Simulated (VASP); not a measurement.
# KCl (I4/mmm) in VASP: single point with LDA

Aim: the single point of KCl with LDA.

All numbers are computed with VASP 6.6.1; they aren't measurements. Logs are shortened: lines on timing, memory, paths and dates and some standing lists are left out, and cuts for length are marked.

## (1) The cell of the first run

Symmetry: I4/mmm, No. 139, tetragonal system. The conventional cell has a = 4.463 Å, b = 4.463 Å, c = 6.123 Å, α = 90.00°, β = 90.00°, γ = 90.00°. Within 4.0 Å of K (site symmetry 4/mmm) lie 6 Cl at 3.06 to 3.16 Å. Within 4.0 Å of Cl (site symmetry 4/mmm) lie 6 K at 3.06 to 3.16 Å.

## (2) Single point, LDA (zz strain of -3 %)

File INCAR:

```
PREC = Accurate ; ENCUT = 520
EDIFF = 1E-7 ; ISMEAR = -1
SIGMA = 0.03 ; LREAL = False
LASPH = True ; NELM = 80
ALGO = Normal ; ISIF = 2
LWAVE = False ; LCHARG = True
LELF = True ; LVHAR = True
NBANDS = 15
```

File KPOINTS:

```
regular mesh
0
Gamma
  7 7 7
```

File POSCAR:

```
KCl
1.0
    0.0000000000      3.1561000000      3.0614170000
    3.1561000000      0.0000000000      3.0614170000
    3.1561000000      3.1561000000      0.0000000000
K Cl
1 1
Direct
    0.0000000000      0.0000000000      0.0000000000
    0.5000000000      0.5000000000      0.5000000000
```

Potentials or basis: VASP PAW LDA potentials, release 64 (K_sv, Cl).

Started as:

```console
$ cat potpaw_LDA.64/K_sv/POTCAR potpaw_LDA.64/Cl/POTCAR > POTCAR
$ mpirun -np 1 vasp_std > vasp.out
```

OUTCAR:

```text
PREC = Accurate
   ENCUT = 520
   EDIFF = 1E-7
   ISMEAR = -1
   LREAL = False
   LASPH = True
   NELM = 80
   ISIF = 2

 ion  position               nearest neighbor table
   1  0.000  0.000  0.000-   2 3.06   2 3.06   2 3.16   2 3.16   2 3.16   2 3.16
   2  0.500  0.500  0.500-   1 3.06   1 3.06   1 3.16   1 3.16   1 3.16   1 3.16

  LATTYP: Found a body centered tetragonal cell.
 ALAT       =     4.4633994242
 C/A-ratio  =     1.3717871555

  Lattice vectors:

 A1 = (   0.0000000000,  -3.1561000000,  -3.0614170000)
 A2 = (   0.0000000000,   3.1561000000,  -3.0614170000)
 A3 = (   3.1561000000,   0.0000000000,   3.0614170000)

Analysis of symmetry for initial positions (statically):
=====================================================================
 Subroutine PRICEL returns:
 Original cell was already a primitive cell.

 Routine SETGRP: Setting up the symmetry group for a
 body centered tetragonal supercell.

 Subroutine GETGRP returns: Found 16 space group operations
 (whereof 16 operations were pure point group operations)
 out of a pool of 16 trial point group operations.

The static configuration has the point symmetry D_4h.

Analysis of symmetry for dynamics (positions and initial velocities):
=====================================================================
 Subroutine PRICEL returns:
 Original cell was already a primitive cell.

 Routine SETGRP: Setting up the symmetry group for a
 body centered tetragonal supercell.

 Subroutine GETGRP returns: Found 16 space group operations
 (whereof 16 operations were pure point group operations)
 out of a pool of 16 trial point group operations.

The dynamic configuration has the point symmetry D_4h.

 Subroutine INISYM returns: Found 16 space group operations
 (whereof 16 operations are pure point group operations),
 and found     1 'primitive' translations

----------------------------------------------------------------------------------------

                                     Primitive cell

  volume of cell :      60.9893

  direct lattice vectors                    reciprocal lattice vectors
     0.000000000  3.156100000  3.061417000    -0.158423371  0.158423371  0.163323062
     3.156100000  0.000000000  3.061417000     0.158423371 -0.158423371  0.163323062
     3.156100000  3.156100000  0.000000000     0.158423371  0.158423371 -0.163323062

  length of vectors
     4.396958182  4.396958182  4.463399424     0.277255030  0.277255030  0.277255030

  position of ions in fractional coordinates (direct lattice)
     0.000000000  0.000000000  0.000000000
     0.500000000  0.500000000  0.500000000

  ion indices of the primitive-cell ions
   primitive index   ion index
                 1           1
                 2           2

----------------------------------------------------------------------------------------

 KPOINTS: regular mesh

Automatic generation of k-mesh.
 Grid dimensions read from file:
 generate k-points for:    7    7    7

 Generating k-lattice:

  Cartesian coordinates                     Fractional coordinates (reciprocal lattice)
    -0.022631910  0.022631910  0.023331866     0.142857143 -0.000000000  0.000000000
     0.022631910 -0.022631910  0.023331866    -0.000000000  0.142857143  0.000000000
     0.022631910  0.022631910 -0.023331866     0.000000000  0.000000000  0.142857143

  Length of vectors
     0.039607861  0.039607861  0.039607861

  Shift w.r.t. Gamma in fractional coordinates (k-lattice)
     0.000000000  0.000000000  0.000000000

 Subroutine IBZKPT returns following result:
 ===========================================

 Found     40 irreducible k-points:

 Following reciprocal coordinates:
            Coordinates               Weight
  0.000000  0.000000  0.000000      1.000000
  0.142857  0.000000  0.000000      8.000000
  0.285714  0.000000  0.000000      8.000000
  0.428571 -0.000000  0.000000      8.000000
  0.142857  0.142857  0.000000      2.000000
  0.285714  0.142857  0.000000      8.000000
[... 16 lines left out ...]
  0.428571  0.285714  0.142857      8.000000
 -0.428571  0.285714  0.142857     16.000000
 [... further k-points ...]
   k-points           NKPTS =     40   k-points in BZ     NKDIM =     40   number of bands    NBANDS=     15
   number of dos      NEDOS =    301   number of ions     NIONS =      2
   total plane-waves  NPLWV =  46656
   dimension x,y,z NGX =    36 NGY =   36 NGZ =   36
   dimension x,y,z NGXF=    72 NGYF=   72 NGZF=   72
   ions per type =               1   1
   NGX,Y,Z   is equivalent  to a cutoff of  13.61, 13.61, 13.41 a.u.
   NGXF,Y,Z  is equivalent  to a cutoff of  27.22, 27.22, 26.82 a.u.
 SYSTEM =  unknown system
   PREC   = accura    normal or accurate (medium, high low for compatibility)
   ISTART =      0    job   : 0-new  1-cont  2-samecut
   ICHARG =      2    charge: 1-file 2-atom 10-const
   ISPIN  =      1    spin polarized calculation?
   LNONCOLLINEAR =      F non collinear calculations
   LSORBIT =      F    spin-orbit coupling
   LASPH  =      T    aspherical Exc in radial PAW
   ENCUT  =  520.0 eV  38.22 Ry    6.18 a.u.   8.18  8.18  8.30*2*pi/ulx,y,z
   NELM   =     80;   NELMIN=  2; NELMDL= -5     # of ELM steps
   EDIFF  = 0.1E-06   stopping-criterion for ELM
   LREAL  =      F    real-space projection
   EDIFFG = 0.1E-05   stopping-criterion for IOM
   NSW    =      0    number of steps for IOM
   IBRION =     -1    ionic relax: 0-MD 1-quasi-New 2-CG
   NFREE  =      0    steps in history (QN), initial steepest desc. (CG)
   ISIF   =      2    stress and relaxation
   ISYM   =      2    0-nonsym 1-usesym 2-fastsym
   POTIM  = 0.5000    time-step for ionic-motion
   TEBEG  =    0.0;   TEEND  =   0.0 temperature during run
   PSTRESS=    0.0 pullay stress
   NELECT =      16.0000    total number of electrons
   NUPDOWN=      -1.0000    fix difference up-down
   EMIN   =  10.00;   EMAX   =-10.00  energy-range for DOS
   EFERMI =   0.00;   METHOD = LEGACY
   ISMEAR =    -1;   SIGMA  =   0.03  broadening in eV -4-tet -1-fermi 0-gaus
   EFERMI_NEDOS =   21; number of points for ismear=-14 and -15
   IALGO  =     38    algorithm
   IMIX   =      4    mixing-type and parameters
     AMIX     =   0.40;   BMIX     =  1.00
     AMIX_MAG =   1.60;   BMIX_MAG =  1.00
  volume/ion in A,a.u.               =      30.49       205.79
  Fermi-wavevector in a.u.,A,eV,Ry     =   1.048005  1.980443 14.943485  1.098315
  Thomas-Fermi vector in A             =   2.182909
   LORBIT       =      0    0 simple, 1 ext, 2 COOP (PROOUT), +10 PAW based schemes
   GGA     = CA    functional components
   LHFCALC =     F    Hartree Fock is set to
   AEXX    =    0.0000 exact exchange contribution
   IVDW    =     0    specifies the selected vdW correction
   LEPSILON=     F    determine dielectric tensor
   LRPA    =     F    only Hartree local field effects (RPA)
 non-spin polarized calculation
  energy-cutoff  :      520.00
  volume of cell :       60.99
 maximum number of plane-waves:      1656
 NGX is ok and might be reduce to    36
   NGX = 17   NGY = 17   NGZ = 17

 number of electron      16.0000001 magnetization

 Free energy of the ion-electron system (eV)
  ---------------------------------------------------
  ext. energy  EPLUGINS =         0.00000000
  ---------------------------------------------------
  free energy    TOTEN  =        -7.37973878 eV

  energy without entropy =       -7.37973878  energy(sigma->0) =       -7.37973878

 E-fermi :  -1.2828     XC(G=0):  -8.1975

 val. band max:       -1.9785864995   @ k =   0.0000   0.0000   0.0000
 cond. band min:       2.8183877344   @ k =   0.0000   0.0000   0.0000
 fundamental gap:      4.7969742339
 Fermi energy:        -1.2827938498

 k-point     1 :       0.0000    0.0000    0.0000
  band No.  band energies     occupation
      1     -28.7760      2.00000
      2     -14.0483      2.00000
      3     -12.4792      2.00000
      4     -12.4735      2.00000
      5     -12.4735      2.00000
      6      -2.0039      2.00000
      7      -2.0039      2.00000
      8      -1.9786      2.00000
      9       2.8184      0.00000
     10       6.0338      0.00000
     11       6.0338      0.00000
     12       6.2345      0.00000
     13       6.9653      0.00000
     14       7.1317      0.00000
     15      10.5534      0.00000

 k-point     2 :       0.1429    0.0000    0.0000
  band No.  band energies     occupation
      1     -28.7735      2.00000
      2     -14.0920      2.00000
      3     -12.4780      2.00000
      4     -12.4767      2.00000
      5     -12.4209      2.00000
      6      -2.2699      2.00000
      7      -2.0759      2.00000
      8      -2.0624      2.00000
      9       3.3247      0.00000
     10       5.9309      0.00000
     11       6.3034      0.00000
     12       6.4341      0.00000
     13       7.2492      0.00000
     14       7.4298      0.00000
     15      11.3489      0.00000

 k-point     3 :       0.2857    0.0000    0.0000
  band No.  band energies     occupation
      1     -28.7678      2.00000
      2     -14.1813      2.00000
      3     -12.4837      2.00000
      4     -12.4806      2.00000
      5     -12.3052      2.00000
      6      -2.7791      2.00000
      7      -2.2293      2.00000
      8      -2.2231      2.00000
      9       4.3996      0.00000
     10       5.8899      0.00000
     11       7.0541      0.00000
     12       7.1496      0.00000
     13       8.0020      0.00000
     14       8.2205      0.00000
     15      11.1253      0.00000

 k-point     4 :       0.4286   -0.0000    0.0000
  band No.  band energies     occupation
      1     -28.7633      2.00000
      2     -14.2461      2.00000
      3     -12.4893      2.00000
      4     -12.4828      2.00000
      5     -12.2186      2.00000
      6      -3.1221      2.00000
      7      -2.3452      2.00000
      8      -2.3444      2.00000
      9       5.1550      0.00000
     10       6.2426      0.00000
     11       8.0657      0.00000
     12       8.1258      0.00000
     13       8.8558      0.00000
     14       9.1235      0.00000
     15      10.0811      0.00000
[... 307 lines left out ...]
 k-point    22 :      -0.1429   -0.0000    0.1429
  band No.  band energies     occupation
      1     -28.7698      2.00000
      2     -14.1444      2.00000
      3     -12.4990      2.00000
      4     -12.4745      2.00000
      5     -12.3434      2.00000
      6      -2.5863      2.00000
      7      -2.1897      2.00000
      8      -2.1366      2.00000
      9       3.9779      0.00000
     10       5.7102      0.00000
     11       6.6458      0.00000
     12       7.0634      0.00000
     13       7.5257      0.00000
     14       8.0679      0.00000
     15      11.6716      0.00000

 k-point    23 :       0.4286    0.2857    0.1429
  band No.  band energies     occupation
      1     -28.7635      2.00000
      2     -14.1529      2.00000
      3     -12.5329      2.00000
      4     -12.4962      2.00000
      5     -12.3226      2.00000
      6      -2.8486      2.00000
      7      -2.2986      2.00000
      8      -2.2794      2.00000
      9       5.0390      0.00000
     10       5.1775      0.00000
     11       7.8511      0.00000
     12       7.9134      0.00000
     13       8.2487      0.00000
     14       8.7904      0.00000
     15      10.1876      0.00000

 k-point    24 :      -0.4286    0.2857    0.1429
  band No.  band energies     occupation
      1     -28.7604      2.00000
      2     -14.1353      2.00000
      3     -12.5526      2.00000
      4     -12.5156      2.00000
      5     -12.3355      2.00000
      6      -2.8689      2.00000
      7      -2.4322      2.00000
      8      -2.3592      2.00000
      9       5.4301      0.00000
     10       5.8802      0.00000
     11       7.6038      0.00000
     12       8.2782      0.00000
     13       8.7682      0.00000
     14       9.2305      0.00000
     15       9.8581      0.00000

 [... further k-points ...]

------------------------ aborting loop because EDIFF is reached ----------------------------------------

  FORCE on cell =-STRESS in cart. coord.  units (eV):
  Direction    XX          YY          ZZ          XY          YZ          ZX
  --------------------------------------------------------------------------------------
  -------------------------------------------------------------------------------------
  Total       -0.7269193     -0.7269193     -0.3088423      0.0000000      0.0000000      0.0000000
  in kB      -19.0960160    -19.0960160     -8.1132215      0.0000000      0.0000000      0.0000000
  external PRESSURE =     -15.4350845 kB  Pullay stress =       0.0000000 kB

 VOLUME and BASIS-vectors are now :
 -----------------------------------------------------------------------------
  energy-cutoff  :      520.00
  volume of cell :       60.99
      direct lattice vectors                 reciprocal lattice vectors
     0.000000000  3.156100000  3.061417000    -0.158423371  0.158423371  0.163323062
     3.156100000  0.000000000  3.061417000     0.158423371 -0.158423371  0.163323062
     3.156100000  3.156100000  0.000000000     0.158423371  0.158423371 -0.163323062

 POSITION                                       TOTAL-FORCE (eV/Angst)
 -----------------------------------------------------------------------------------
      0.00000      0.00000      0.00000        -0.000000      0.000000     -0.000000
      3.15610      3.15610      3.06142         0.000000     -0.000000      0.000000
 -----------------------------------------------------------------------------------
    total drift:                                0.000000      0.000000      0.000000

  FREE ENERGIE OF THE ION-ELECTRON SYSTEM (eV)
  ---------------------------------------------------
  free  energy   TOTEN  =        -7.3797387788 eV

  energy  without entropy=       -7.3797387788  energy(sigma->0) =       -7.37973878
```

It took 35 s on 1 thread of Intel Xeon Platinum 8259CL at 2.50GHz (Skylake/Cascade Lake), shared host; peak memory 0.18 GiB.

Results:

```yaml
Free_energy: -7.3797 eV
Pressure: -1.5 GPa
Band_gap_on_the_k_mesh: 4.80 eV
```

Levels at points of the mesh, in eV from the valence-band top:
| k point | band 5 | band 6 | band 7 | band 8 | band 9 | band 10 | band 11 | band 12 |
| --- | --- | --- | --- | --- | --- | --- | --- | --- |
| (0.00, 0.00, 0.00) | -10.49 | -0.03 | -0.03 | 0.00 | 4.80 | 8.01 | 8.01 | 8.21 |

Caveat: the cell differs from its parent crystal (zz strain of -3 %).
